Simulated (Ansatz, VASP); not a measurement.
**Os: VASP beside Ansatz**

INCAR

```
  PREC = Accurate
  ENCUT = 520
  EDIFF = 1E-7
  ISMEAR = 0
  SIGMA = 0.15
  LREAL = F
  LASPH = T
  NELM = 80
  ALGO = Fast
  ISIF = 2
  LWAVE = F
  LCHARG = T
  GGA = PS
  LELF = T
  LVHAR = T
  NBANDS = 10
```

KPOINTS

```
regular mesh
0
Gamma
  20 20 20
```

File POSCAR:

```
Os
1.0
    0.0000000000      1.9936250000      1.8477500000
    1.9936250000      0.0000000000      1.8477500000
    1.9936250000      1.9936250000      0.0000000000
Os
1
Direct
    0.0000000000      0.0000000000      0.0000000000
```

Input for Ansatz:

```yaml
crystal:
  lattice:
    - [0.0, 1.993625, 1.84775]
    - [1.993625, 0.0, 1.84775]
    - [1.993625, 1.993625, 0.0]
  atoms:
    - { symbol: Os, position: [0.0, 0.0, 0.0] }
basis:
  ecutwfc: 420
kpoints:
  mp_grid: { grid: [20, 20, 20] }
hamiltonian:
  xc: pbesol
scf:
  occupations: { method: gaussian, width: 0.15 }
output:
  forces: true
  stress: true
  eigenvalues: true
```

Change from the starting cell: strain +0.025 along x and y, -0.050 along z, atoms carried along.

Alike in both runs: task single point; functional PBEsol; k mesh 20 × 20 × 20; occupations gaussian, width 0.15 eV; no spin polarisation.

|  | VASP | Ansatz |
| --- | --- | --- |
| version | VASP 6.6.1 | Ansatz 0.2.0 |
| potentials or method | VASP PAW PBE potentials, release 64 (Os), cutoff 520 eV | scalar-relativistic, plane waves, PAW |
| valence electrons in the cell | 8 | 16 |

VASP gave:

| Item | Value |
| --- | --- |
| gap on the k mesh at the Fermi level (eV) | none |
| pressure (GPa) | -18.4 |
| traceless stress, the component that is largest in VASP (GPa) | 16.88 |

Task: What did Ansatz give for the same quantities?

Result: gap on the k mesh at the Fermi level (eV): none; pressure (GPa): -18.5; traceless stress, the component that is largest in VASP (GPa): 16.96.

VASP's potentials were made for PBE, not for PBEsol. A gap of «none» marks a metal or a gap that the smearing closes. With one functional, cell and mesh, what is left measures potentials, basis and numerics. VASP's potentials hold 8 valence electrons a cell and Ansatz's 16, so a difference there can come from the potentials and not from the codes.

Neither program's run includes spin-orbit coupling.
